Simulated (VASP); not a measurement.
Write the native input for VASP 6.6.1 that does the following.

```yaml
Task: single point
Functional: PBE
Potentials_or_basis: VASP PAW PBE potentials, release 64 (Ba_sv, Ti_sv, O)
Cutoff: 520 eV
k_mesh: 7 × 7 × 7
Occupations: fermi-dirac, width 0.08 eV
Spin: no spin polarisation
Dipole_correction: no
Further_INCAR_settings: ALGO = Normal; EDIFF = 1e-07; NBANDS = 28
```

The structure of BaTiO3 lies in POSCAR:

```
BaTiO3
1.0
    3.9729548958      0.0000000000      0.0000000000
    0.0000000000      3.9729548958      0.0000000000
    0.0000000000      0.0000000000      3.9910327445
Ba Ti O
1 1 3
Direct
    0.0000000000      0.0000000000      0.0000000000
    0.5000000000      0.5000000000      0.4820000000
    0.5000000000      0.5000000000      0.0160000000
    0.5000000000      0.0000000000      0.5150000000
    0.0000000000      0.5000000000      0.5150000000
```

This cell differs from its parent crystal: volume scaled by 0.98.

The input as run:

INCAR

```
SYSTEM = BaTiO3
ALGO     = Normal         ! electronic algorithm
EDIFF    = 1E-7           ! SCF threshold, eV
ENCUT    = 520            ! plane-wave cutoff, eV
GGA      = PE             ! functional
ISIF     = 2              ! what is computed and relaxed
ISMEAR   = -1             ! smearing method
LASPH    = .True.         ! aspherical terms in the spheres
LCHARG   = .False.        ! write CHGCAR
LREAL    = .False.        ! projectors in reciprocal space
LWAVE    = .False.        ! write WAVECAR
NBANDS   = 28             ! bands
NELM     = 60             ! most SCF steps
PREC     = Accurate       ! precision mode
SIGMA    = 0.08           ! smearing width, eV
```

KPOINTS

```
k-points
0
Gamma
  7 7 7
  0 0 0
```

Potentials or basis: VASP PAW PBE potentials, release 64 (Ba_sv, Ti_sv, O).

The run is started by

```console
$ cat potpaw_PBE.64/Ba_sv/POTCAR potpaw_PBE.64/Ti_sv/POTCAR potpaw_PBE.64/O/POTCAR > POTCAR
$ mpirun -np 1 vasp_std > vasp.out
```

It gave:

```yaml
Pressure: 8.2 GPa
Largest_force: 0.201 eV/Å
Band_gap_on_the_k_mesh: 1.92 eV, indirect (least direct gap 2.13 eV)
```

Caveat: spin-orbit coupling is left out, which moves the levels of the heavy elements.

It took 75 s on 1 thread of Intel Xeon 6975P-C, on a shared host, peak memory 0.22 GiB.
